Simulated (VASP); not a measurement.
Ti, 1 atom in the cell. It takes space group Fm-3m (No. 225, cubic). Conventional cell: a = 4.060 Å, b = 4.060 Å, c = 4.060 Å, α = 90.00°, β = 90.00°, γ = 90.00°. Within 3.8 Å of Ti (site symmetry m-3m) lie 12 Ti at 2.87 Å. 

| Quantity | Value |
| --- | --- |
| Program | VASP 6.6.1 |
| Task | relaxation of cell and atoms |
| Functional | BLYP |
| Potentials or basis | VASP PAW PBE potentials, release 64 (Ti_sv) |
| Cutoff | 600 eV |
| k mesh | 11 × 11 × 11 |
| Occupations | fermi-dirac, width 0.05 eV |
| Spin | no spin polarisation |
| Dipole correction | no |
| Further INCAR settings | ALGO = Normal; EDIFF = 1e-06; IBRION = 2; EDIFFG = -0.01; NSW = 60; ISIF = 3 |

Potentials or basis: VASP PAW PBE potentials, release 64 (Ti_sv).

The run is started by

```console
$ cat potpaw_PBE.64/Ti_sv/POTCAR > POTCAR
$ mpirun -np 1 vasp_std > vasp.out
```

Hardware: 1 thread of AMD EPYC 7R43 64-Core Processor (Zen 3) (shared host).

**Question.** Estimate the wall time of this run.

**Answer.** Wall time 54 s on 1 thread of AMD EPYC 7R43 64-Core Processor (Zen 3), on a shared host, peak memory 0.11 GiB. Counts: scf iterations 32, k points 56, ion steps 3.
